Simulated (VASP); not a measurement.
# HgTe (F-43m) in VASP: notebook

The runs below take HgTe through electric field gradients, with LDA.

Everything below comes from runs of VASP 6.6.1. Logs are shortened: lines on timing, memory, paths and dates and some standing lists are left out, and cuts for length are marked.

## (1) The cell of the first run

Symmetry: F-43m, No. 216, cubic system. Conventional cell: a = 6.425 Å, b = 6.425 Å, c = 6.425 Å, α = 90.00°, β = 90.00°, γ = 90.00°. Hg (site symmetry -43m) has 4 Te at 2.78 Å within 3.7 Å. Within 3.7 Å of Te (site symmetry -43m) lie 4 Hg at 2.78 Å.

## (2) Electric field gradients, LDA (volume scaled by 0.99)

INCAR

```
PREC     = Accurate       # precision mode
ENCUT    = 520            # plane-wave cutoff, eV
EDIFF    = 1E-8           # SCF threshold, eV
ISMEAR   = -1             # smearing method
SIGMA    = 0.03           # smearing width, eV
LREAL    = F              # projectors in reciprocal space
LASPH    = T              # aspherical terms in the spheres
NELM     = 100            # most SCF steps
ALGO     = Normal         # electronic algorithm
ISIF     = 2              # what is computed and relaxed
LWAVE    = F              # write WAVECAR
LCHARG   = F              # write CHGCAR
GGA      = CA             # functional
LEFG     = T            
NBANDS   = 16             # bands
```

KPOINTS

```
Automatic mesh
0
Gamma
  11 11 11
```

POSCAR

```
HgTe
1.0
    0.0000000000      3.2127189830      3.2127189830
    3.2127189830      0.0000000000      3.2127189830
    3.2127189830      3.2127189830      0.0000000000
Hg Te
1 1
Direct
    0.0000000000      0.0000000000      0.0000000000
    0.7500000000      0.7500000000      0.7500000000
```

Potentials or basis: VASP PAW LDA potentials, release 64 (Hg, Te).

Run with:

```bash
> cat potpaw_LDA.64/Hg/POTCAR potpaw_LDA.64/Te/POTCAR > POTCAR
> mpirun -np 1 vasp_std > vasp.out
```

OUTCAR:

```text
PREC = Accurate
   ENCUT = 520
   EDIFF = 1E-8
   ISMEAR = -1
   LREAL = F
   LASPH = T
   NELM = 100
   ISIF = 2
   GGA = CA

 ion  position               nearest neighbor table
   1  0.000  0.000  0.000-   2 2.78   2 2.78   2 2.78   2 2.78
   2  0.750  0.750  0.750-   1 2.78   1 2.78   1 2.78   1 2.78

  LATTYP: Found a face centered cubic cell.
 ALAT       =     6.4254379660

  Lattice vectors:

 A1 = (   0.0000000000,   3.2127189830,   3.2127189830)
 A2 = (   3.2127189830,   0.0000000000,   3.2127189830)
 A3 = (   3.2127189830,   3.2127189830,   0.0000000000)

Analysis of symmetry for initial positions (statically):
=====================================================================
 Subroutine PRICEL returns:
 Original cell was already a primitive cell.

 Routine SETGRP: Setting up the symmetry group for a
 face centered cubic supercell.

 Subroutine GETGRP returns: Found 24 space group operations
 (whereof 24 operations were pure point group operations)
 out of a pool of 48 trial point group operations.

The static configuration has the point symmetry T_d .

Analysis of symmetry for dynamics (positions and initial velocities):
=====================================================================
 Subroutine PRICEL returns:
 Original cell was already a primitive cell.

 Routine SETGRP: Setting up the symmetry group for a
 face centered cubic supercell.

 Subroutine GETGRP returns: Found 24 space group operations
 (whereof 24 operations were pure point group operations)
 out of a pool of 48 trial point group operations.

The dynamic configuration has the point symmetry T_d .

 Subroutine INISYM returns: Found 24 space group operations
 (whereof 24 operations are pure point group operations),
 and found     1 'primitive' translations

----------------------------------------------------------------------------------------

                                     Primitive cell

  volume of cell :      66.3206

  direct lattice vectors                    reciprocal lattice vectors
     0.000000000  3.212718983  3.212718983    -0.155631415  0.155631415  0.155631415
     3.212718983  0.000000000  3.212718983     0.155631415 -0.155631415  0.155631415
     3.212718983  3.212718983  0.000000000     0.155631415  0.155631415 -0.155631415

  length of vectors
[... 115 lines left out ...]
  volume of cell :       66.32
 maximum number of plane-waves:      1810
 NGX is ok and might be reduce to    36
   NGX = 17   NGY = 17   NGZ = 17

 number of electron      17.9999999 magnetization

 Free energy of the ion-electron system (eV)
  ---------------------------------------------------
  ext. energy  EPLUGINS =         0.00000000
  ---------------------------------------------------
  free energy    TOTEN  =        -5.03751450 eV

  energy without entropy =       -5.03737863  energy(sigma->0) =       -5.03744657

 E-fermi :   3.1289     XC(G=0):  -9.1787

 val. band max:        3.0970740044   @ k =   0.0000   0.0000   0.0000
 cond. band min:       3.5472109614   @ k =   0.0909   0.0000   0.0000
 fundamental gap:      0.4501369569
 Fermi energy:         3.1288769776

 k-point     1 :       0.0000    0.0000    0.0000
  band No.  band energies     occupation
      1      -9.0752      2.00000
      2      -4.3849      2.00000
      3      -4.3849      2.00000
      4      -4.3849      2.00000
      5      -3.8297      2.00000
      6      -3.8297      2.00000
[... 433 lines left out ...]
      3      -4.2700      2.00000
      4      -4.1760      2.00000
      5      -3.8544      2.00000
      6      -3.8024      2.00000
[... 8 lines left out ...]
     15      12.1331      0.00000
     16      12.3782      0.00000

 [... further k-points ...]
[... 5 lines left out ...]
  --------------------------------------------------------------------------------------
  -------------------------------------------------------------------------------------
  Total        0.2010456      0.2010456      0.2010456      0.0000000      0.0000000     -0.0000000
  in kB        4.8568754      4.8568754      4.8568754      0.0000000      0.0000000     -0.0000000
  external PRESSURE =       4.8568754 kB  Pullay stress =       0.0000000 kB

 VOLUME and BASIS-vectors are now :
 -----------------------------------------------------------------------------
  energy-cutoff  :      520.00
  volume of cell :       66.32
      direct lattice vectors                 reciprocal lattice vectors
     0.000000000  3.212718983  3.212718983    -0.155631415  0.155631415  0.155631415
     3.212718983  0.000000000  3.212718983     0.155631415 -0.155631415  0.155631415
     3.212718983  3.212718983  0.000000000     0.155631415  0.155631415 -0.155631415

 POSITION                                       TOTAL-FORCE (eV/Angst)
 -----------------------------------------------------------------------------------
      0.00000      0.00000      0.00000        -0.000000     -0.000000     -0.000000
      4.81908      4.81908      4.81908         0.000000      0.000000      0.000000
 -----------------------------------------------------------------------------------
    total drift:                               -0.000000     -0.000000     -0.000000

  FREE ENERGIE OF THE ION-ELECTRON SYSTEM (eV)
  ---------------------------------------------------
  free  energy   TOTEN  =        -5.0375145039 eV

  energy  without entropy=       -5.0373786303  energy(sigma->0) =       -5.03744657

 Electric field gradients (V/A^2)
---------------------------------------------------------------------
 ion       V_xx      V_yy      V_zz      V_xy      V_xz      V_yz
---------------------------------------------------------------------
   1       0.000    -0.000    -0.000    -0.000    -0.000    -0.000
   2       0.000    -0.000    -0.000    -0.000    -0.000    -0.000
---------------------------------------------------------------------

 Electric field gradients after diagonalization (V/A^2)
 (convention: |V_zz| > |V_xx| > |V_yy|)
----------------------------------------------------------------------
 ion       V_xx      V_yy      V_zz     asymmetry (V_yy - V_xx)/ V_zz
----------------------------------------------------------------------
   1       0.000     0.000    -0.001       0.000
   2       0.000     0.000    -0.000       0.000
----------------------------------------------------------------------

           NMR quadrupolar parameters

 Cq : quadrupolar parameter    Cq=e*Q*V_zz/h
 eta: asymmetry parameters     (V_yy - V_xx)/ V_zz
 Q  : nuclear electric quadrupole moment in mb (millibarn)
----------------------------------------------------------------------
 ion       Cq(MHz)       eta       Q (mb)
----------------------------------------------------------------------
   1      -0.000       0.000       1.000
   2      -0.000       0.000       1.000
----------------------------------------------------------------------
```

Wall time 25 s (1 thread of Intel Xeon 6975P-C (Granite Rapids), shared host); peak memory 0.2 GiB.

What came out:

```yaml
Free_energy: -5.0375 eV
Pressure: 0.5 GPa
Band_gap_on_the_k_mesh: zero (filled and empty bands touch)
```

Caveat: without QUAD_EFG the Cq values of the log hold for a quadrupole moment of 1 mb, not for the nuclei; spin-orbit coupling is left out, which moves the levels of the heavy elements.

## (3) Electric field gradients, LDA (volume scaled by 1.01)

INCAR

```
PREC = Accurate
ENCUT = 520
EDIFF = 1E-8
ISMEAR = -1
SIGMA = 0.03
LREAL = F
LASPH = T
NELM = 80
ALGO = Normal
ISIF = 2
LWAVE = F
LCHARG = F
LEFG = T
NBANDS = 16
```

KPOINTS

```
regular mesh
0
Gamma
  11 11 11
```

POSCAR

```
HgTe
1.0
    0.0000000000      3.2342093810      3.2342093810
    3.2342093810      0.0000000000      3.2342093810
    3.2342093810      3.2342093810      0.0000000000
Hg Te
1 1
Direct
    0.0000000000      0.0000000000      0.0000000000
    0.7500000000      0.7500000000      0.7500000000
```

Potentials or basis: VASP PAW LDA potentials, release 64 (Hg, Te).

Run with:

```bash
> cat potpaw_LDA.64/Hg/POTCAR potpaw_LDA.64/Te/POTCAR > POTCAR
> mpirun -np 1 vasp_std > vasp.out
```

OUTCAR:

```text
PREC = Accurate
   ENCUT = 520
   EDIFF = 1E-8
   ISMEAR = -1
   LREAL = F
   LASPH = T
   NELM = 80
   ISIF = 2

 ion  position               nearest neighbor table
   1  0.000  0.000  0.000-   2 2.80   2 2.80   2 2.80   2 2.80
   2  0.750  0.750  0.750-   1 2.80   1 2.80   1 2.80   1 2.80

  LATTYP: Found a face centered cubic cell.
 ALAT       =     6.4684187620

  Lattice vectors:

 A1 = (   0.0000000000,   3.2342093810,   3.2342093810)
 A2 = (   3.2342093810,   0.0000000000,   3.2342093810)
 A3 = (   3.2342093810,   3.2342093810,   0.0000000000)

Analysis of symmetry for initial positions (statically):
=====================================================================
 Subroutine PRICEL returns:
 Original cell was already a primitive cell.

 Routine SETGRP: Setting up the symmetry group for a
 face centered cubic supercell.

 Subroutine GETGRP returns: Found 24 space group operations
 (whereof 24 operations were pure point group operations)
[... 644 lines left out ...]
     0.000000000  3.234209381  3.234209381    -0.154597288  0.154597288  0.154597288
     3.234209381  0.000000000  3.234209381     0.154597288 -0.154597288  0.154597288
     3.234209381  3.234209381  0.000000000     0.154597288  0.154597288 -0.154597288

 POSITION                                       TOTAL-FORCE (eV/Angst)
 -----------------------------------------------------------------------------------
      0.00000      0.00000      0.00000         0.000000     -0.000000      0.000000
      4.85131      4.85131      4.85131        -0.000000      0.000000     -0.000000
 -----------------------------------------------------------------------------------
    total drift:                                0.000000      0.000000      0.000000

  FREE ENERGIE OF THE ION-ELECTRON SYSTEM (eV)
  ---------------------------------------------------
  free  energy   TOTEN  =        -5.0378656599 eV

  energy  without entropy=       -5.0377253224  energy(sigma->0) =       -5.03779549

 Electric field gradients (V/A^2)
---------------------------------------------------------------------
 ion       V_xx      V_yy      V_zz      V_xy      V_xz      V_yz
---------------------------------------------------------------------
   1      -0.000     0.000     0.000    -0.000    -0.000    -0.000
   2       0.000     0.000    -0.000    -0.000    -0.000    -0.000
---------------------------------------------------------------------

 Electric field gradients after diagonalization (V/A^2)
 (convention: |V_zz| > |V_xx| > |V_yy|)
----------------------------------------------------------------------
 ion       V_xx      V_yy      V_zz     asymmetry (V_yy - V_xx)/ V_zz
----------------------------------------------------------------------
   1       0.000     0.000    -0.000       0.000
   2       0.000     0.000    -0.000       0.000
----------------------------------------------------------------------

           NMR quadrupolar parameters

 Cq : quadrupolar parameter    Cq=e*Q*V_zz/h
 eta: asymmetry parameters     (V_yy - V_xx)/ V_zz
 Q  : nuclear electric quadrupole moment in mb (millibarn)
----------------------------------------------------------------------
 ion       Cq(MHz)       eta       Q (mb)
----------------------------------------------------------------------
   1      -0.000       0.000       1.000
   2      -0.000       0.000       1.000
----------------------------------------------------------------------
```

OSZICAR:

```text
N       E                     dE             d eps       ncg     rms          rms(c)
DAV:   1     0.104060419706E+03    0.10406E+03   -0.80596E+03  1816   0.975E+02
DAV:   2    -0.154563994846E+01   -0.10561E+03   -0.99285E+02  2136   0.229E+02
DAV:   3    -0.523034392111E+01   -0.36847E+01   -0.36763E+01  2200   0.438E+01
DAV:   4    -0.526581184196E+01   -0.35468E-01   -0.35465E-01  2720   0.393E+00
DAV:   5    -0.526589147725E+01   -0.79635E-04   -0.79635E-04  2376   0.177E-01    0.762E+00
DAV:   6    -0.505452396784E+01    0.21137E+00   -0.40018E-01  2160   0.870E+00    0.604E+00
DAV:   7    -0.504086316578E+01    0.13661E-01   -0.90053E-02  2152   0.209E+00    0.216E+00
DAV:   8    -0.503820452182E+01    0.26586E-02   -0.10071E-02  1952   0.118E+00    0.506E-01
DAV:   9    -0.503786966738E+01    0.33485E-03   -0.68340E-04  2336   0.290E-01    0.112E-01
DAV:  10    -0.503786475086E+01    0.49165E-05   -0.64399E-05  2192   0.720E-02    0.494E-02
DAV:  11    -0.503786657765E+01   -0.18268E-05   -0.13320E-05  2328   0.308E-02    0.237E-02
DAV:  12    -0.503786567424E+01    0.90341E-06   -0.22276E-06  1976   0.120E-02    0.116E-02
DAV:  13    -0.503786569042E+01   -0.16184E-07   -0.18447E-07  2384   0.257E-03    0.799E-03
DAV:  14    -0.503786566043E+01    0.29994E-07   -0.77302E-08  2176   0.329E-03    0.130E-03
DAV:  15    -0.503786565991E+01    0.51409E-09   -0.17138E-08  1936   0.729E-04
   1 F= -.50378657E+01 E0= -.50377955E+01  d E =-.140338E-03
```

stdout:

```text
POSCAR found type information on POSCAR HgTe
 POSCAR found :  2 types and       2 ions
 scaLAPACK will be used
 LDA part: xc-table for (Slater(with rela. corr.)+CA(PZ))
 , standard interpolation
 POSCAR, INCAR and KPOINTS ok, starting setup
 FFT: planning ... GRIDC
 FFT: planning ... GRID_SOFT
 FFT: planning ... GRID
 WAVECAR not read
 entering main loop
ion   1

ion   2
```

Wall time 26 s (1 thread of Intel Xeon 6975P-C (Granite Rapids), shared host); peak memory 0.2 GiB.

Results:

- Free energy: -5.0379 eV
- Pressure: -0.5 GPa
- Band gap on the k mesh: zero (filled and empty bands touch)

Levels at points of the mesh, in eV from the Fermi level:
```csv
k point,band 6,band 7,band 8,band 9,band 10,band 11,band 12,band 13
"(0.00, 0.00, 0.00)",-6.86,-0.91,-0.03,-0.03,-0.03,4.13,4.13,4.13
```

Caveat: without QUAD_EFG the Cq values of the log hold for a quadrupole moment of 1 mb, not for the nuclei; spin-orbit coupling is left out, which moves the levels of the heavy elements.

(Part 1 of 2 ends here.)
